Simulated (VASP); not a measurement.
# SnSe (Fm-3m) in VASP: a series of runs, part 2 of 3

VASP 6.6.1. The steps go on from the part before.

### 3 Electric field gradients, PBE (volume scaled by 0.94)

INCAR

```
SYSTEM = SnSe
  ALGO = Normal
  EDIFF = 1E-8
  ENCUT = 520
  GGA = PE
  ISIF = 2
  ISMEAR = -1
  LASPH = .True.
  LCHARG = .False.
  LEFG = .True.
  LREAL = .False.
  LWAVE = .False.
  NBANDS = 17
  NELM = 100
  PREC = Accurate
  SIGMA = 0.02
```

KPOINTS

```
k-points
0
Gamma
  9 9 9
  0 0 0
```

POSCAR

```
SnSe
1.0
    0.0000000000      2.9485541872      2.9485541872
    2.9485541872      0.0000000000      2.9485541872
    2.9485541872      2.9485541872      0.0000000000
Sn Se
1 1
Direct
    0.0000000000      0.0000000000      0.0000000000
    0.5000000000      0.5000000000      0.5000000000
```

Potentials or basis: VASP PAW PBE potentials, release 64 (Sn_d, Se).

On the command line:

```bash
$ cat potpaw_PBE.64/Sn_d/POTCAR potpaw_PBE.64/Se/POTCAR > POTCAR
$ mpirun -np 1 vasp_std > vasp.out
```

OUTCAR:

```text
SYSTEM = SnSe
   EDIFF = 1E-8
   ENCUT = 520
   GGA = PE
   ISIF = 2
   ISMEAR = -1
   LASPH = .True.
   LREAL = .False.
   NELM = 100
   PREC = Accurate

 ion  position               nearest neighbor table
   1  0.000  0.000  0.000-   2 2.95   2 2.95   2 2.95   2 2.95   2 2.95   2 2.95
   2  0.500  0.500  0.500-   1 2.95   1 2.95   1 2.95   1 2.95   1 2.95   1 2.95

  LATTYP: Found a face centered cubic cell.
 ALAT       =     5.8971083744

  Lattice vectors:

 A1 = (   0.0000000000,   2.9485541872,   2.9485541872)
 A2 = (   2.9485541872,   0.0000000000,   2.9485541872)
 A3 = (   2.9485541872,   2.9485541872,   0.0000000000)

Analysis of symmetry for initial positions (statically):
=====================================================================
 Subroutine PRICEL returns:
 Original cell was already a primitive cell.

 Routine SETGRP: Setting up the symmetry group for a
 face centered cubic supercell.

 Subroutine GETGRP returns: Found 48 space group operations
 (whereof 48 operations were pure point group operations)
 out of a pool of 48 trial point group operations.

The static configuration has the point symmetry O_h .

Analysis of symmetry for dynamics (positions and initial velocities):
=====================================================================
 Subroutine PRICEL returns:
 Original cell was already a primitive cell.

 Routine SETGRP: Setting up the symmetry group for a
 face centered cubic supercell.

 Subroutine GETGRP returns: Found 48 space group operations
 (whereof 48 operations were pure point group operations)
 out of a pool of 48 trial point group operations.

The dynamic configuration has the point symmetry O_h .

 Subroutine INISYM returns: Found 48 space group operations
 (whereof 48 operations are pure point group operations),
 and found     1 'primitive' translations

----------------------------------------------------------------------------------------

                                     Primitive cell

  volume of cell :      51.2693

  direct lattice vectors                    reciprocal lattice vectors
     0.000000000  2.948554187  2.948554187    -0.169574635  0.169574635  0.169574635
     2.948554187  0.000000000  2.948554187     0.169574635 -0.169574635  0.169574635
     2.948554187  2.948554187  0.000000000     0.169574635  0.169574635 -0.169574635

  length of vectors
     4.169885321  4.169885321  4.169885321     0.293711883  0.293711883  0.293711883

  position of ions in fractional coordinates (direct lattice)
     0.000000000  0.000000000  0.000000000
     0.500000000  0.500000000  0.500000000

  ion indices of the primitive-cell ions
   primitive index   ion index
                 1           1
                 2           2

----------------------------------------------------------------------------------------

 KPOINTS: k-points

Automatic generation of k-mesh.
 Grid dimensions read from file:
[... 65 lines left out ...]
   EDIFF  = 0.1E-07   stopping-criterion for ELM
   LREAL  =      F    real-space projection
   EDIFFG = 0.1E-06   stopping-criterion for IOM
   NSW    =      0    number of steps for IOM
   IBRION =     -1    ionic relax: 0-MD 1-quasi-New 2-CG
   NFREE  =      0    steps in history (QN), initial steepest desc. (CG)
   ISIF   =      2    stress and relaxation
   ISYM   =      2    0-nonsym 1-usesym 2-fastsym
   POTIM  = 0.5000    time-step for ionic-motion
   TEBEG  =    0.0;   TEEND  =   0.0 temperature during run
   PSTRESS=    0.0 pullay stress
   NELECT =      20.0000    total number of electrons
   NUPDOWN=      -1.0000    fix difference up-down
   EMIN   =  10.00;   EMAX   =-10.00  energy-range for DOS
   EFERMI =   0.00;   METHOD = LEGACY
   ISMEAR =    -1;   SIGMA  =   0.02  broadening in eV -4-tet -1-fermi 0-gaus
   EFERMI_NEDOS =   21; number of points for ismear=-14 and -15
   IALGO  =     38    algorithm
   IMIX   =      4    mixing-type and parameters
     AMIX     =   0.40;   BMIX     =  1.00
     AMIX_MAG =   1.60;   BMIX_MAG =  1.00
  volume/ion in A,a.u.               =      25.63       172.99
  Fermi-wavevector in a.u.,A,eV,Ry     =   1.196187  2.260466 19.468075  1.430863
  Thomas-Fermi vector in A             =   2.332134
   LORBIT       =      0    0 simple, 1 ext, 2 COOP (PROOUT), +10 PAW based schemes
   GGA     = PE    functional components
   LHFCALC =     F    Hartree Fock is set to
   AEXX    =    0.0000 exact exchange contribution
   IVDW    =     0    specifies the selected vdW correction
   LEPSILON=     F    determine dielectric tensor
   LRPA    =     F    only Hartree local field effects (RPA)
 non-spin polarized calculation
  energy-cutoff  :      520.00
  volume of cell :       51.27
 maximum number of plane-waves:      1411
   NGX = 15   NGY = 15   NGZ = 15

 number of electron      19.9999999 magnetization

 Free energy of the ion-electron system (eV)
  ---------------------------------------------------
  ext. energy  EPLUGINS =         0.00000000
  ---------------------------------------------------
  free energy    TOTEN  =        -8.15619043 eV

  energy without entropy =       -8.15619022  energy(sigma->0) =       -8.15619032

 E-fermi :   6.5908     XC(G=0):  -9.8823

 val. band max:        6.3500520386   @ k =  -0.3333   0.1111   0.0000
 cond. band min:       6.8316391962   @ k =  -0.3333   0.1111   0.0000
 fundamental gap:      0.4815871575
 Fermi energy:         6.5908454134

 k-point     1 :       0.0000    0.0000    0.0000
  band No.  band energies     occupation
      1     -15.2996      2.00000
      2     -15.2996      2.00000
      3     -15.2991      2.00000
      4     -15.2991      2.00000
      5     -15.2991      2.00000
      6      -8.0061      2.00000
[... 457 lines left out ...]
      4     -15.2770      2.00000
      5     -15.2770      2.00000
      6      -6.6485      2.00000
[... 9 lines left out ...]
     16      18.5409      0.00000
     17      19.0805      0.00000

 [... further k-points ...]
[... 5 lines left out ...]
  --------------------------------------------------------------------------------------
  -------------------------------------------------------------------------------------
  Total        1.5283757      1.5283757      1.5283757      0.0000000     -0.0000000      0.0000000
  in kB       47.7620948     47.7620948     47.7620948      0.0000000     -0.0000000      0.0000000
  external PRESSURE =      47.7620948 kB  Pullay stress =       0.0000000 kB

 VOLUME and BASIS-vectors are now :
 -----------------------------------------------------------------------------
  energy-cutoff  :      520.00
  volume of cell :       51.27
      direct lattice vectors                 reciprocal lattice vectors
     0.000000000  2.948554187  2.948554187    -0.169574635  0.169574635  0.169574635
     2.948554187  0.000000000  2.948554187     0.169574635 -0.169574635  0.169574635
     2.948554187  2.948554187  0.000000000     0.169574635  0.169574635 -0.169574635

 POSITION                                       TOTAL-FORCE (eV/Angst)
 -----------------------------------------------------------------------------------
      0.00000      0.00000      0.00000         0.000000      0.000000     -0.000000
      2.94855      2.94855      2.94855        -0.000000     -0.000000      0.000000
 -----------------------------------------------------------------------------------
    total drift:                                0.000000     -0.000000     -0.000000

  FREE ENERGIE OF THE ION-ELECTRON SYSTEM (eV)
  ---------------------------------------------------
  free  energy   TOTEN  =        -8.1561904252 eV

  energy  without entropy=       -8.1561902224  energy(sigma->0) =       -8.15619032

 Electric field gradients (V/A^2)
---------------------------------------------------------------------
 ion       V_xx      V_yy      V_zz      V_xy      V_xz      V_yz
---------------------------------------------------------------------
   1      -0.000     0.000    -0.000     0.002     0.002     0.002
   2      -0.000     0.000    -0.000    -0.000    -0.000    -0.000
---------------------------------------------------------------------

 Electric field gradients after diagonalization (V/A^2)
 (convention: |V_zz| > |V_xx| > |V_yy|)
----------------------------------------------------------------------
 ion       V_xx      V_yy      V_zz     asymmetry (V_yy - V_xx)/ V_zz
----------------------------------------------------------------------
   1      -0.002    -0.002     0.004       0.000
   2       0.000     0.000    -0.001       0.000
----------------------------------------------------------------------

           NMR quadrupolar parameters

 Cq : quadrupolar parameter    Cq=e*Q*V_zz/h
 eta: asymmetry parameters     (V_yy - V_xx)/ V_zz
 Q  : nuclear electric quadrupole moment in mb (millibarn)
----------------------------------------------------------------------
 ion       Cq(MHz)       eta       Q (mb)
----------------------------------------------------------------------
   1       0.000       0.000       1.000
   2      -0.000       0.000       1.000
----------------------------------------------------------------------
```

OSZICAR:

```text
N       E                     dE             d eps       ncg     rms          rms(c)
DAV:   1     0.134900322862E+03    0.13490E+03   -0.97496E+03  1199   0.147E+03
DAV:   2     0.485439420640E+01   -0.13005E+03   -0.12567E+03  1272   0.352E+02
DAV:   3    -0.798618574990E+01   -0.12841E+02   -0.12731E+02  1473   0.954E+01
DAV:   4    -0.830071392695E+01   -0.31453E+00   -0.31428E+00  1399   0.158E+01
DAV:   5    -0.830942789269E+01   -0.87140E-02   -0.87135E-02  1651   0.260E+00    0.339E+00
DAV:   6    -0.815645484237E+01    0.15297E+00   -0.35621E-01  1715   0.360E+00    0.205E+00
DAV:   7    -0.815442369744E+01    0.20311E-02   -0.74480E-02  1434   0.124E+00    0.940E-01
DAV:   8    -0.815626726926E+01   -0.18436E-02   -0.77776E-03  1490   0.805E-01    0.104E-01
DAV:   9    -0.815613855029E+01    0.12872E-03   -0.12092E-03  1725   0.312E-01    0.464E-02
DAV:  10    -0.815618555041E+01   -0.47000E-04   -0.14916E-04  1409   0.706E-02    0.110E-02
DAV:  11    -0.815619041512E+01   -0.48647E-05   -0.19393E-05  1582   0.393E-02    0.369E-03
DAV:  12    -0.815619058769E+01   -0.17257E-06   -0.10896E-06  1496   0.106E-02    0.229E-03
DAV:  13    -0.815619047233E+01    0.11536E-06   -0.12202E-07  1529   0.346E-03    0.694E-04
DAV:  14    -0.815619040102E+01    0.71308E-07   -0.49320E-08  1379   0.158E-03    0.317E-04
DAV:  15    -0.815619042140E+01   -0.20380E-07   -0.20098E-09   806   0.360E-04    0.797E-05
DAV:  16    -0.815619042522E+01   -0.38171E-08   -0.74493E-10   751   0.175E-04
   1 F= -.81561904E+01 E0= -.81561903E+01  d E =-.202824E-06
```

Run time: 19 s. Hardware: 1 thread of Intel Xeon Platinum 8375C at 2.90GHz (Ice Lake), shared host; peak memory 0.19 GiB.

Results:

| Quantity | Value |
| --- | --- |
| Free energy | -8.1562 eV |
| Pressure | 4.8 GPa |

Caveat: this odd mesh misses L, where the gap lies, so gap, dielectric constants and Born charges aren't listed; without QUAD_EFG the Cq values of the log hold for a quadrupole moment of 1 mb, not for the nuclei; spin-orbit coupling is left out, which moves the levels of the heavy elements.

### 4 Electric field gradients, PBE (volume scaled by 0.96)

INCAR

```
PREC = Accurate
ENCUT = 520
EDIFF = 1E-8
ISMEAR = -1
SIGMA = 0.02
LREAL = F
LASPH = T
NELM = 100
ALGO = Normal
ISIF = 2
LWAVE = F
LCHARG = F
GGA = PE
LEFG = T
NBANDS = 17
```

KPOINTS

```
regular mesh
0
Gamma
  9 9 9
```

POSCAR

```
SnSe
1.0
    0.0000000000      2.9693193375      2.9693193375
    2.9693193375      0.0000000000      2.9693193375
    2.9693193375      2.9693193375      0.0000000000
Sn Se
1 1
Direct
    0.0000000000      0.0000000000      0.0000000000
    0.5000000000      0.5000000000      0.5000000000
```

Potentials or basis: VASP PAW PBE potentials, release 64 (Sn_d, Se).

On the command line:

```bash
$ cat potpaw_PBE.64/Sn_d/POTCAR potpaw_PBE.64/Se/POTCAR > POTCAR
$ mpirun -np 1 vasp_std > vasp.out
```

OUTCAR:

```text
PREC = Accurate
   ENCUT = 520
   EDIFF = 1E-8
   ISMEAR = -1
   LREAL = F
   LASPH = T
   NELM = 100
   ISIF = 2
   GGA = PE

 ion  position               nearest neighbor table
   1  0.000  0.000  0.000-   2 2.97   2 2.97   2 2.97   2 2.97   2 2.97   2 2.97
   2  0.500  0.500  0.500-   1 2.97   1 2.97   1 2.97   1 2.97   1 2.97   1 2.97

  LATTYP: Found a face centered cubic cell.
 ALAT       =     5.9386386750

  Lattice vectors:

 A1 = (   0.0000000000,   2.9693193375,   2.9693193375)
 A2 = (   2.9693193375,   0.0000000000,   2.9693193375)
 A3 = (   2.9693193375,   2.9693193375,   0.0000000000)

Analysis of symmetry for initial positions (statically):
=====================================================================
 Subroutine PRICEL returns:
 Original cell was already a primitive cell.

 Routine SETGRP: Setting up the symmetry group for a
 face centered cubic supercell.

 Subroutine GETGRP returns: Found 48 space group operations
[... 666 lines left out ...]
  volume of cell :       52.36
      direct lattice vectors                 reciprocal lattice vectors
     0.000000000  2.969319337  2.969319337    -0.168388760  0.168388760  0.168388760
     2.969319337  0.000000000  2.969319337     0.168388760 -0.168388760  0.168388760
     2.969319337  2.969319337  0.000000000     0.168388760  0.168388760 -0.168388760

 POSITION                                       TOTAL-FORCE (eV/Angst)
 -----------------------------------------------------------------------------------
      0.00000      0.00000      0.00000         0.000000     -0.000000      0.000000
      2.96932      2.96932      2.96932        -0.000000      0.000000     -0.000000
 -----------------------------------------------------------------------------------
    total drift:                                0.000000     -0.000000     -0.000000

  FREE ENERGIE OF THE ION-ELECTRON SYSTEM (eV)
  ---------------------------------------------------
  free  energy   TOTEN  =        -8.1841622265 eV

  energy  without entropy=       -8.1841621641  energy(sigma->0) =       -8.18416220

 Electric field gradients (V/A^2)
---------------------------------------------------------------------
 ion       V_xx      V_yy      V_zz      V_xy      V_xz      V_yz
---------------------------------------------------------------------
   1      -0.000     0.000    -0.000     0.002     0.002     0.002
   2       0.000    -0.000    -0.000    -0.000    -0.000    -0.000
---------------------------------------------------------------------

 Electric field gradients after diagonalization (V/A^2)
 (convention: |V_zz| > |V_xx| > |V_yy|)
----------------------------------------------------------------------
 ion       V_xx      V_yy      V_zz     asymmetry (V_yy - V_xx)/ V_zz
----------------------------------------------------------------------
   1      -0.002    -0.002     0.005       0.000
   2       0.000     0.000    -0.001       0.000
----------------------------------------------------------------------

           NMR quadrupolar parameters

 Cq : quadrupolar parameter    Cq=e*Q*V_zz/h
 eta: asymmetry parameters     (V_yy - V_xx)/ V_zz
 Q  : nuclear electric quadrupole moment in mb (millibarn)
----------------------------------------------------------------------
 ion       Cq(MHz)       eta       Q (mb)
----------------------------------------------------------------------
   1       0.000       0.000       1.000
   2      -0.000       0.000       1.000
----------------------------------------------------------------------
```

OSZICAR:

```text
N       E                     dE             d eps       ncg     rms          rms(c)
DAV:   1     0.132649534988E+03    0.13265E+03   -0.98328E+03  1207   0.146E+03
DAV:   2     0.410939435703E+01   -0.12854E+03   -0.12509E+03  1262   0.346E+02
DAV:   3    -0.802248058957E+01   -0.12132E+02   -0.11968E+02  1442   0.934E+01
DAV:   4    -0.833844279614E+01   -0.31596E+00   -0.31568E+00  1412   0.158E+01
DAV:   5    -0.834755626327E+01   -0.91135E-02   -0.91127E-02  1729   0.263E+00    0.327E+00
DAV:   6    -0.818392812358E+01    0.16363E+00   -0.38782E-01  1709   0.369E+00    0.196E+00
DAV:   7    -0.818227342393E+01    0.16547E-02   -0.78466E-02  1401   0.126E+00    0.927E-01
DAV:   8    -0.818427063198E+01   -0.19972E-02   -0.83746E-03  1516   0.825E-01    0.107E-01
DAV:   9    -0.818409977712E+01    0.17085E-03   -0.13638E-03  1737   0.317E-01    0.486E-02
DAV:  10    -0.818415695471E+01   -0.57178E-04   -0.16280E-04  1417   0.731E-02    0.115E-02
DAV:  11    -0.818416210313E+01   -0.51484E-05   -0.18125E-05  1611   0.380E-02    0.314E-03
DAV:  12    -0.818416237146E+01   -0.26833E-06   -0.11848E-06  1505   0.116E-02    0.190E-03
DAV:  13    -0.818416226522E+01    0.10625E-06   -0.93194E-08  1498   0.302E-03    0.647E-04
DAV:  14    -0.818416220317E+01    0.62044E-07   -0.44619E-08  1347   0.166E-03    0.230E-04
DAV:  15    -0.818416222040E+01   -0.17231E-07   -0.21676E-09   859   0.410E-04    0.731E-05
DAV:  16    -0.818416222651E+01   -0.61063E-08   -0.38949E-10   713   0.129E-04
   1 F= -.81841622E+01 E0= -.81841622E+01  d E =-.623698E-07
```

stdout:

```text
POSCAR found type information on POSCAR SnSe
 POSCAR found :  2 types and       2 ions
 scaLAPACK will be used
 LDA part: xc-table for (Slater+PW92), standard interpolation
 POSCAR, INCAR and KPOINTS ok, starting setup
 FFT: planning ... GRIDC
 FFT: planning ... GRID_SOFT
 FFT: planning ... GRID
 WAVECAR not read
 entering main loop
ion   1

ion   2
```

Wall time 20 s (1 thread of Intel Xeon Platinum 8375C at 2.90GHz (Ice Lake), shared host); peak memory 0.19 GiB.

What came out:

- Free energy: -8.1842 eV
- Pressure: 3.4 GPa

Caveat: this odd mesh misses L, where the gap lies, so gap, dielectric constants and Born charges aren't listed; without QUAD_EFG the Cq values of the log hold for a quadrupole moment of 1 mb, not for the nuclei; spin-orbit coupling is left out, which moves the levels of the heavy elements.

(Continued in part 3 of 3.)
